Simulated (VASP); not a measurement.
Input of a VASP 6.6.1 run:

File INCAR:

```
SYSTEM = Al32H
  PREC = Accurate
  ENCUT = 520
  EDIFF = 1E-7
  ISMEAR = -1
  SIGMA = 0.05
  LREAL = Auto
  LASPH = .True.
  NELM = 100
  ALGO = Normal
  ISIF = 2
  LWAVE = .False.
  LCHARG = .False.
  GGA = PE
  NBANDS = 70
```

File KPOINTS:

```
Automatic mesh
0
Gamma
  2 2 2
  0 0 0
```

File POSCAR:

```
Al32H
1.0
    8.0997000000      0.0000000000      0.0000000000
    0.0000000000      8.0997000000      0.0000000000
    0.0000000000      0.0000000000      8.0997000000
Al H
32 1
Direct
    0.5184636468     -0.0161240540      0.0179883206
    0.7397804857      0.2478610319      0.0108645999
    0.7479659740     -0.0043705322      0.2567502500
    0.0029507266      0.0133461733     -0.0080867193
    0.2665160438      0.2505895280     -0.0016543823
    0.5062903564      0.5110312728     -0.0050372236
    0.7602009951      0.7514846229     -0.0090991024
    0.2500586441     -0.0161981308      0.2388360063
    0.4914996852      0.2687013099      0.2452559971
    0.7621887230      0.4992036742      0.2259960245
    0.4962899860     -0.0247046187      0.4749435164
    0.7741397830      0.2756521846      0.4905490327
    0.7331876489      0.0375939850      0.7589046508
    0.0374087929      0.4856599627      0.0364828327
    0.2625899725      0.7417311752      0.0026914577
   -0.0016420361      0.2240947196      0.2423423090
    0.2563922121      0.4947467190      0.2829734435
    0.4922527995      0.7219156265      0.2418361174
   -0.0383841377     -0.0149635172      0.5193155302
    0.2289961357      0.2480585701      0.4892897268
    0.5270689038      0.5003024803      0.4872155759
    0.7437806339      0.7543736188      0.5025247849
    0.2281072138     -0.0179636283      0.7531513513
    0.4731903651      0.2405150808      0.7151746361
    0.7330148030      0.5041421287      0.7500154327
    0.0125436745      0.7484968579      0.2409965801
    0.0010247293      0.5486499500      0.4887711891
    0.2498487598      0.7457930541      0.5214020272
   -0.0017161129      0.2865785153      0.7420768670
    0.2657011988      0.5003148265      0.7518426608
    0.4942405274      0.7503240861      0.7603368026
   -0.0097287554      0.7462992457      0.7700038273
   -0.1201525982      0.4218427843      0.9000333346
```

Potentials or basis: VASP PAW PBE potentials, release 64 (Al, H).

Run with:

```console
$ cat potpaw_PBE.64/Al/POTCAR potpaw_PBE.64/H/POTCAR > POTCAR
$ mpirun -np 1 vasp_std > vasp.out
```

(1) Estimate the largest force.

(2) Predict the pressure.

Answers

(1) 1.546 eV/Å.

(2) 2.8 GPa.

Caveat: the k points lie up to 0.39 Å⁻¹ apart.
